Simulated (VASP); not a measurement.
Wanted: the native input for a VASP 6.6.1 run.

```
Task                   : relaxation of cell and atoms
Functional             : PBE
Dispersion             : D4
Potentials or basis    : VASP PAW PBE potentials, release 64 (S)
Cutoff                 : 600 eV
k mesh                 : 17 × 17 × 9
Occupations            : fermi-dirac, width 0.05 eV
Spin                   : no spin polarisation
Target pressure        : 5 GPa
Dipole correction      : no
Further INCAR settings : ALGO = Normal; EDIFF = 1e-07; IBRION = 2; EDIFFG = -0.03; NSW = 80; ISIF = 3
```

The structure of S lies in POSCAR:

```
S
1.0
    2.9700000000      0.0000000000      0.0000000000
   -1.4850000000      2.5720954492      0.0000000000
    0.0000000000      0.0000000000      4.8500100000
S
2
Direct
    0.3333333333      0.6666666667      0.2500000000
    0.6666666667      0.3333333333      0.7500000000
```

This isn't the form of S at room conditions, which is orthorhombic, of S8 rings.

One way to write it, as run:

INCAR

```
PREC     = Accurate       # precision mode
ENCUT    = 600            # plane-wave cutoff, eV
EDIFF    = 1E-7           # SCF threshold, eV
ISMEAR   = -1             # smearing method
SIGMA    = 0.05           # smearing width, eV
LREAL    = F              # projectors in reciprocal space
LASPH    = T              # aspherical terms in the spheres
NELM     = 100            # most SCF steps
ALGO     = Normal         # electronic algorithm
ISIF     = 3              # what is computed and relaxed
LWAVE    = F              # write WAVECAR
LCHARG   = F              # write CHGCAR
GGA      = PE             # functional
IVDW     = 13             # dispersion correction
IBRION   = 2              # ionic algorithm
NSW      = 80             # ionic steps
EDIFFG   = -0.03          # ionic threshold
PSTRESS  = 50.0
```

KPOINTS

```
Automatic mesh
0
Gamma
  17 17 9
```

Potentials or basis: VASP PAW PBE potentials, release 64 (S).

Launch:

```bash
$ cat potpaw_PBE.64/S/POTCAR > POTCAR
$ mpirun -np 1 vasp_std > vasp.out
```

It gave:

- Relaxed volume: 15.34 Å³/atom
- Relaxed cell: a = 3.200 Å, b = 3.200 Å, c = 3.459 Å, α = 90.00°, β = 90.00°, γ = 120.00°
- Space group after relaxing (to 0.1 Å): P6_3/mmc (No. 194)
- Energy change on relaxing (the run minimises the enthalpy): -549.9 meV/atom
- Ionic steps: 18
- Pressure after relaxing: 4.8 GPa
- Band gap on the k mesh: zero (bands 6 and 7 overlap by 2.22 eV)
- Dispersion energy per atom: -0.417 eV

Caveat: the cell is relaxed towards a set pressure, so the run minimises the enthalpy, not the energy; the volume moved by over 15 % at a fixed basis, so the end points are rough.

Wall time 4.6 min on 1 thread of Intel(R) Xeon(R) Platinum 8559C (Emerald Rapids), with other jobs on the host, peak memory 0.21 GiB.
